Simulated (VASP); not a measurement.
Input of a VASP 6.6.1 run:

File INCAR:

```
ALGO = Fast ; EDIFF = 1E-6
ENCUT = 520 ; ISIF = 2
ISMEAR = 0 ; LASPH = T
LCHARG = T ; LELF = T
LREAL = F ; LVHAR = T
LWAVE = F ; NBANDS = 12
NELM = 100 ; PREC = Accurate
SIGMA = 0.15
```

KPOINTS

```
k-points
0
Gamma
  24 24 24
```

Contents of POSCAR:

```
Zn
1.0
   -1.2080140629      1.5904741138      1.5904741138
    1.5904741138     -1.2080140629      1.5904741138
    1.5904741138      1.5904741138     -1.2080140629
Zn
1
Direct
    0.0000000000      0.0000000000      0.0000000000
```

Potentials or basis: VASP PAW LDA potentials, release 64 (Zn).

Run with:

```console
$ cat potpaw_LDA.64/Zn/POTCAR > POTCAR
$ mpirun -np 1 vasp_std > vasp.out
```

Task: What does it give for the band gap on the k mesh?

Result: Zero (band 6 reaches 6.90 eV, above the bottom of band 7 at 0.18 eV).

Task: What does it give for the pressure?

Result: -2.1 GPa.

Stress tensor (GPa, compression positive):
```
-2.06 -2.24 -2.24
-2.24 -2.06 -2.24
-2.24 -2.24 -2.06
```
